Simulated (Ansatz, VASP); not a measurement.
C in VASP and in Ansatz

```xyz
8
Lattice="-1.2228 2.1167 0.0000 -1.2228 -2.1167 0.0000 0.0000 0.0000 13.3206" Properties=species:S:1:pos:R:3 pbc="T T T"
C    -1.2228    1.7641    1.6838
C    -1.2228    1.7641    8.4192
C    -1.2228   -0.3527   11.7868
C    -1.2228   -0.3527    5.0515
C    -1.2228   -1.7641   11.7868
C    -1.2228   -1.7641    5.0515
C    -1.2228    0.3527    1.6838
C    -1.2228    0.3527    8.4192
```

Alike in both runs: task single point; functional LDA; k mesh 22 × 22 × 4; occupations gaussian, width 0.15 eV; no spin polarisation.

|  | VASP | Ansatz |
| --- | --- | --- |
| version | VASP 6.6.1 | Ansatz 0.2.0 |
| potentials or method | VASP PAW LDA potentials, release 64 (C), cutoff 520 eV | scalar-relativistic, plane waves, PAW |
| valence electrons in the cell | 32 | 32 |

```tsv
	VASP	Ansatz	Ansatz less VASP
gap on the k mesh at the Fermi level (eV)	none	none	-
pressure (GPa)	0.9	0.1	-0.79
traceless stress, the component that is largest in VASP (GPa)	-0.68	0.29	+0.967
rms of the force components (eV/Å)	0.012	0.012	-0.0001
```

LDA's correlation is that of Perdew and Zunger in VASP and of Perdew and Wang (1992) in Ansatz. Atom by atom the forces differ by 0.000 eV/Å (rms over components). A gap of «none» marks a metal or a gap that the smearing closes.
